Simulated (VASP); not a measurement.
# Te (R-3m) in VASP: notebook

The runs below take Te through single point, with PBEsol.

Program: VASP 6.6.1. These are calculated values, not measurements. Logs are shortened: lines on timing, memory, paths and dates and some standing lists are left out, and cuts for length are marked.

### 1 The cell of the first run

It takes space group R-3m (No. 166, trigonal). Conventional cell: a = 4.501 Å, b = 4.501 Å, c = 5.474 Å, α = 90.00°, β = 90.00°, γ = 120.00°. Te (site symmetry -3m) has 6 Te at 3.18 Å within 4.2 Å.

This isn't the form of Te at room conditions, which is trigonal, of chains.

### 2 Single point, PBEsol (32.01 Å³/atom)

Contents of INCAR:

```
PREC = Accurate
ENCUT = 520
EDIFF = 1E-6
ISMEAR = 0
SIGMA = 0.15
LREAL = F
LASPH = T
NELM = 100
ALGO = Normal
ISIF = 2
LWAVE = F
LCHARG = F
GGA = PS
NBANDS = 9
```

Contents of KPOINTS:

```
Automatic mesh
0
Gamma
  15 15 15
```

Contents of POSCAR:

```
Te
1.0
    2.2502951762      1.2992085258      1.8246893485
   -2.2502951762      1.2992085258      1.8246893485
    0.0000000000     -2.5984170515      1.8246893486
Te
1
Direct
    0.5000000000      0.5000000000      0.5000000000
```

Potentials or basis: VASP PAW PBE potentials, release 64 (Te).

Launch:

```bash
$ cat potpaw_PBE.64/Te/POTCAR > POTCAR
$ mpirun -np 1 vasp_std > vasp.out
```

OUTCAR:

```text
PREC = Accurate
   ENCUT = 520
   EDIFF = 1E-6
   ISMEAR = 0
   LREAL = F
   LASPH = T
   NELM = 100
   ISIF = 2
   GGA = PS

 ion  position               nearest neighbor table
   1  0.500  0.500  0.500-

  LATTYP: Found a trigonal (rhomboedric) cell.
 ALAT       =     3.1751003751
 COS(alpha) =    -0.0046020395

  Lattice vectors:

 A1 = (   2.2502951762,   1.2992085258,   1.8246893485)
 A2 = (  -2.2502951762,   1.2992085258,   1.8246893485)
 A3 = (   0.0000000000,  -2.5984170515,   1.8246893486)

Analysis of symmetry for initial positions (statically):
=====================================================================
 Subroutine PRICEL returns:
 Original cell was already a primitive cell.

 Routine SETGRP: Setting up the symmetry group for a
 trigonal (rhombohedral) supercell.

 Subroutine GETGRP returns: Found 12 space group operations
 (whereof 12 operations were pure point group operations)
 out of a pool of 12 trial point group operations.

The static configuration has the point symmetry D_3d.

Analysis of symmetry for dynamics (positions and initial velocities):
=====================================================================
 Subroutine PRICEL returns:
 Original cell was already a primitive cell.

 Routine SETGRP: Setting up the symmetry group for a
 trigonal (rhombohedral) supercell.

 Subroutine GETGRP returns: Found 12 space group operations
 (whereof 12 operations were pure point group operations)
 out of a pool of 12 trial point group operations.

The dynamic configuration has the point symmetry D_3d.

 Subroutine INISYM returns: Found 12 space group operations
 (whereof 12 operations are pure point group operations),
 and found     1 'primitive' translations

----------------------------------------------------------------------------------------

                                     Primitive cell

  volume of cell :      32.0080

  direct lattice vectors                    reciprocal lattice vectors
     2.250295176  1.299208526  1.824689348     0.222193073  0.128283230  0.182679498
    -2.250295176  1.299208526  1.824689348    -0.222193073  0.128283230  0.182679498
     0.000000000 -2.598417051  1.824689349     0.000000000 -0.256566461  0.182679498

  length of vectors
     3.175100375  3.175100375  3.175100375     0.314957374  0.314957374  0.314957374

  position of ions in fractional coordinates (direct lattice)
     0.500000000  0.500000000  0.500000000

  ion indices of the primitive-cell ions
   primitive index   ion index
                 1           1

----------------------------------------------------------------------------------------

 KPOINTS: Automatic mesh

Automatic generation of k-mesh.
 Grid dimensions read from file:
 generate k-points for:   15   15   15

 Generating k-lattice:

  Cartesian coordinates                     Fractional coordinates (reciprocal lattice)
     0.014812872  0.008552215  0.012178633     0.066666667 -0.000000000  0.000000000
    -0.014812872  0.008552215  0.012178633    -0.000000000  0.066666667  0.000000000
     0.000000000 -0.017104431  0.012178633    -0.000000000 -0.000000000  0.066666667

  Length of vectors
     0.020997158  0.020997158  0.020997158

  Shift w.r.t. Gamma in fractional coordinates (k-lattice)
     0.000000000  0.000000000  0.000000000

 Subroutine IBZKPT returns following result:
 ===========================================

 Found    344 irreducible k-points:

 Following reciprocal coordinates:
            Coordinates               Weight
  0.000000  0.000000  0.000000      1.000000
  0.066667  0.000000  0.000000      6.000000
  0.133333  0.000000  0.000000      6.000000
  0.200000  0.000000  0.000000      6.000000
  0.266667  0.000000  0.000000      6.000000
  0.333333  0.000000  0.000000      6.000000
[... 16 lines left out ...]
  0.133333  0.133333  0.000000      6.000000
  0.200000  0.133333  0.000000     12.000000
 [... further k-points ...]
   k-points           NKPTS =    344   k-points in BZ     NKDIM =    344   number of bands    NBANDS=      9
   number of dos      NEDOS =    301   number of ions     NIONS =      1
   total plane-waves  NPLWV =  13824
   dimension x,y,z NGX =    24 NGY =   24 NGZ =   24
   dimension x,y,z NGXF=    48 NGYF=   48 NGZF=   48
   ions per type =               1
   NGX,Y,Z   is equivalent  to a cutoff of  12.57, 12.57, 12.57 a.u.
   NGXF,Y,Z  is equivalent  to a cutoff of  25.13, 25.13, 25.13 a.u.
 SYSTEM =  unknown system
   PREC   = accura    normal or accurate (medium, high low for compatibility)
   ISTART =      0    job   : 0-new  1-cont  2-samecut
   ICHARG =      2    charge: 1-file 2-atom 10-const
   ISPIN  =      1    spin polarized calculation?
   LNONCOLLINEAR =      F non collinear calculations
   LSORBIT =      F    spin-orbit coupling
   LASPH  =      T    aspherical Exc in radial PAW
   ENCUT  =  520.0 eV  38.22 Ry    6.18 a.u.   5.90  5.90  5.90*2*pi/ulx,y,z
   NELM   =    100;   NELMIN=  2; NELMDL= -5     # of ELM steps
   EDIFF  = 0.1E-05   stopping-criterion for ELM
   LREAL  =      F    real-space projection
   EDIFFG = 0.1E-04   stopping-criterion for IOM
   NSW    =      0    number of steps for IOM
   IBRION =     -1    ionic relax: 0-MD 1-quasi-New 2-CG
   NFREE  =      0    steps in history (QN), initial steepest desc. (CG)
   ISIF   =      2    stress and relaxation
   ISYM   =      2    0-nonsym 1-usesym 2-fastsym
   POTIM  = 0.5000    time-step for ionic-motion
   TEBEG  =    0.0;   TEEND  =   0.0 temperature during run
   PSTRESS=    0.0 pullay stress
   NELECT =       6.0000    total number of electrons
   NUPDOWN=      -1.0000    fix difference up-down
   EMIN   =  10.00;   EMAX   =-10.00  energy-range for DOS
   EFERMI =   0.00;   METHOD = LEGACY
   ISMEAR =     0;   SIGMA  =   0.15  broadening in eV -4-tet -1-fermi 0-gaus
   EFERMI_NEDOS =   21; number of points for ismear=-14 and -15
   IALGO  =     38    algorithm
   IMIX   =      4    mixing-type and parameters
     AMIX     =   0.40;   BMIX     =  1.00
     AMIX_MAG =   1.60;   BMIX_MAG =  1.00
  volume/ion in A,a.u.               =      32.01       216.00
  Fermi-wavevector in a.u.,A,eV,Ry     =   0.936927  1.770535 11.943631  0.877832
  Thomas-Fermi vector in A             =   2.063986
   LORBIT       =      0    0 simple, 1 ext, 2 COOP (PROOUT), +10 PAW based schemes
   GGA     = PS    functional components
   LHFCALC =     F    Hartree Fock is set to
   AEXX    =    0.0000 exact exchange contribution
   IVDW    =     0    specifies the selected vdW correction
   LEPSILON=     F    determine dielectric tensor
   LRPA    =     F    only Hartree local field effects (RPA)
 non-spin polarized calculation
 Gauss-broadening in eV      SIGMA  =   0.15
  energy-cutoff  :      520.00
  volume of cell :       32.01
 maximum number of plane-waves:       891
   NGX = 11   NGY = 11   NGZ = 11

 number of electron       6.0000000 magnetization

 Free energy of the ion-electron system (eV)
  ---------------------------------------------------
  ext. energy  EPLUGINS =         0.00000000
  ---------------------------------------------------
  free energy    TOTEN  =        -3.51031112 eV

  energy without entropy =       -3.50446915  energy(sigma->0) =       -3.50739014

 E-fermi :   6.5672     XC(G=0):  -9.5231

 val. band max:        6.5614691125   @ k =  -0.2667   0.4000   0.2000
 cond. band min:       6.5765443347   @ k =  -0.3333   0.3333   0.2000
 fundamental gap:      0.0150752222
 Fermi energy:         6.5671958790

 k-point     1 :       0.0000    0.0000    0.0000
  band No.  band energies     occupation
      1      -7.2065      2.00000
      2       7.7684      0.00000
      3       7.7986      0.00000
      4       7.7986      0.00000
      5      12.5953      0.00000
      6      12.5953      0.00000
      7      12.9818      0.00000
      8      24.1796      0.00000
      9      24.2000      0.00000

 k-point     2 :       0.0667    0.0000    0.0000
  band No.  band energies     occupation
      1      -7.1527      2.00000
      2       7.1452      0.00000
      3       7.8275      0.00000
      4       7.8474      0.00000
      5      12.6450      0.00000
      6      12.8612      0.00000
      7      13.5219      0.00000
      8      23.0594      0.00000
      9      23.0746      0.00000

 k-point     3 :       0.1333    0.0000    0.0000
  band No.  band energies     occupation
      1      -6.9938      2.00000
      2       5.8230      2.00000
      3       7.9695      0.00000
      4       7.9896      0.00000
      5      12.7928      0.00000
      6      13.0689      0.00000
      7      15.1164      0.00000
      8      21.6827      0.00000
      9      21.6980      0.00000

 k-point     4 :       0.2000    0.0000    0.0000
  band No.  band energies     occupation
      1      -6.7385      2.00000
      2       4.3905      2.00000
      3       8.1919      0.00000
      4       8.2121      0.00000
      5      13.0340      0.00000
      6      13.3617      0.00000
      7      17.0008      0.00000
      8      20.4015      0.00000
      9      20.4165      0.00000
[... 205 lines left out ...]
 k-point    22 :      -0.0667    0.0667    0.0000
  band No.  band energies     occupation
      1      -7.0993      2.00000
      2       7.1754      0.00000
      3       7.2235      0.00000
      4       7.8860      0.00000
      5      12.7933      0.00000
      6      13.4031      0.00000
      7      13.6693      0.00000
      8      21.9552      0.00000
      9      23.1325      0.00000

 k-point    23 :       0.1333    0.1333    0.0000
  band No.  band energies     occupation
      1      -6.7796      2.00000
      2       5.9834      2.00000
      3       6.0465      2.00000
      4       8.1713      0.00000
      5      13.1360      0.00000
      6      15.2308      0.00000
      7      15.3104      0.00000
      8      19.3908      0.00000
      9      21.7372      0.00000

 k-point    24 :       0.2000    0.1333    0.0000
  band No.  band energies     occupation
      1      -6.5235      2.00000
      2       4.5845      2.00000
      3       6.2506      1.99716
      4       8.3939      0.00000
      5      13.3957      0.00000
      6      15.3952      0.00000
      7      16.8487      0.00000
      8      18.4980      0.00000
      9      20.5676      0.00000

 [... further k-points ...]

------------------------ aborting loop because EDIFF is reached ----------------------------------------

  FORCE on cell =-STRESS in cart. coord.  units (eV):
  Direction    XX          YY          ZZ          XY          YZ          ZX
  --------------------------------------------------------------------------------------
  -------------------------------------------------------------------------------------
  Total       -0.2730129     -0.2730129     -0.2698750      0.0000000      0.0000000      0.0000000
  in kB      -13.6658057    -13.6658057    -13.5087371      0.0000000      0.0000000      0.0000000
  external PRESSURE =     -13.6134495 kB  Pullay stress =       0.0000000 kB

 VOLUME and BASIS-vectors are now :
 -----------------------------------------------------------------------------
  energy-cutoff  :      520.00
  volume of cell :       32.01
      direct lattice vectors                 reciprocal lattice vectors
     2.250295176  1.299208526  1.824689348     0.222193073  0.128283230  0.182679498
    -2.250295176  1.299208526  1.824689348    -0.222193073  0.128283230  0.182679498
     0.000000000 -2.598417051  1.824689349     0.000000000 -0.256566461  0.182679498

 POSITION                                       TOTAL-FORCE (eV/Angst)
 -----------------------------------------------------------------------------------
      0.00000      0.00000      2.73703         0.000000      0.000000      0.000000
 -----------------------------------------------------------------------------------
    total drift:                                0.000000      0.000000     -0.000000

  FREE ENERGIE OF THE ION-ELECTRON SYSTEM (eV)
  ---------------------------------------------------
  free  energy   TOTEN  =        -3.5103111212 eV

  energy  without entropy=       -3.5044691517  energy(sigma->0) =       -3.50739014
```

Wall time 15 s (1 thread of Intel Xeon 6975P-C (Granite Rapids), shared host); peak memory 0.21 GiB.

What came out:

```
Free energy            : -3.5103 eV
Pressure               : -1.4 GPa
Band gap on the k mesh : zero (bands 3 and 4 overlap by 5.57 eV)
```

Levels at points of the mesh, in eV from the Fermi level:
| k point | band 1 | band 2 | band 3 | band 4 | band 5 | band 6 | band 7 | band 8 |
| --- | --- | --- | --- | --- | --- | --- | --- | --- |
| (0.00, 0.00, 0.00) | -13.77 | 1.20 | 1.23 | 1.23 | 6.03 | 6.03 | 6.41 | 17.61 |

Caveat: the PAW data sets were made with another functional, which shifts forces and pressure a little; spin-orbit coupling is left out, which moves the levels of the heavy elements.

(Continued in part 2 of 2.)

The gap in the log of VASP goes by the Fermi energy; the results here count the filled bands.